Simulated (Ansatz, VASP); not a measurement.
LiCl: VASP beside Ansatz

```
CELL_PARAMETERS angstrom
3.57108 0.00000 0.00000
-1.78554 3.09265 0.00000
0.00000 0.00000 6.54145
ATOMIC_POSITIONS crystal
Li 0.00000 0.00000 0.00000
Li 0.33333 0.66667 0.50000
Cl 0.66667 0.33333 0.25000
Cl 0.66667 0.33333 0.75000
```

Alike in both runs: functional PBE; k mesh 9 × 9 × 6; occupations gaussian, width 0.02 eV; no spin polarisation.

Ansatz relaxed the structure, and its values are those at the end. VASP's run is a single point on that final structure, the one shown.

|  | VASP | Ansatz |
| --- | --- | --- |
| version | VASP 6.6.1 | Ansatz 0.2.0 |
| potentials or method | VASP PAW PBE potentials, release 64 (Li_sv, Cl), cutoff 520 eV | scalar-relativistic, plane waves, PAW |
| valence electrons in the cell | 20 | 20 |

```csv
,VASP,Ansatz,Ansatz less VASP
gap on the k mesh at the Fermi level (eV),5.16,5.15,-0.011
least direct gap on the mesh (eV),5.32,5.31,-0.011
```

With one functional, cell and mesh, what is left measures potentials, basis and numerics.

Noted on VASP's run: the cutoff is short for stress, so the pressure is rough.
